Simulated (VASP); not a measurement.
YAl2N3:

```
CELL_PARAMETERS angstrom
5.11282 0.00000 0.00000
-2.55641 4.42783 0.00000
0.00000 0.00000 2.91534
ATOMIC_POSITIONS crystal
Y 0.00000 0.00000 0.00000
Al 0.33333 0.66667 0.50000
Al 0.66667 0.33333 0.50000
N 0.50000 0.00000 0.00000
N 0.00000 0.50000 0.00000
N 0.50000 0.50000 0.00000
```

* Program: VASP 6.6.1
* Task: relaxation of cell and atoms
* Functional: PBE
* Potentials or basis: VASP PAW PBE potentials, release 64 (Y_sv, Al, N)
* Cutoff: 600 eV
* k mesh: 6 × 6 × 6
* Occupations: gaussian, width 0.1 eV
* Spin: no spin polarisation

At the start: pressure -1.2 GPa; volume 11.00 Å³/atom.

How do energy, volume and symmetry change on relaxing?

Over 3 steps the energy falls by 30.9 meV/atom and the volume is 10.89 Å³/atom (-1.0 %); space group P6/mmm (No. 191, to 0.05 Å).

The path:
```
step  energy change (eV)  largest force (eV/Å)  pressure (GPa)  volume (Å³)
   1              0.0000                0.0000           -1.19        66.00
   2             -0.1622                0.0000            0.55        65.11
   3             -0.1853                0.0000           -0.44        65.34
```

Final structure:
```yaml
crystal:
  lattice:
    - [5.19203, 0.00000, 0.00000]
    - [-2.59601, 4.49643, 0.00000]
    - [0.00000, 0.00000, 2.79888]
  atoms:
    - { symbol: Y, position: [0.00000, 0.00000, 0.00000] }
    - { symbol: Al, position: [0.33333, 0.66667, 0.50000] }
    - { symbol: Al, position: [0.66667, 0.33333, 0.50000] }
    - { symbol: N, position: [0.50000, 0.00000, 0.00000] }
    - { symbol: N, position: [0.00000, 0.50000, 0.00000] }
    - { symbol: N, position: [0.50000, 0.50000, 0.00000] }
```
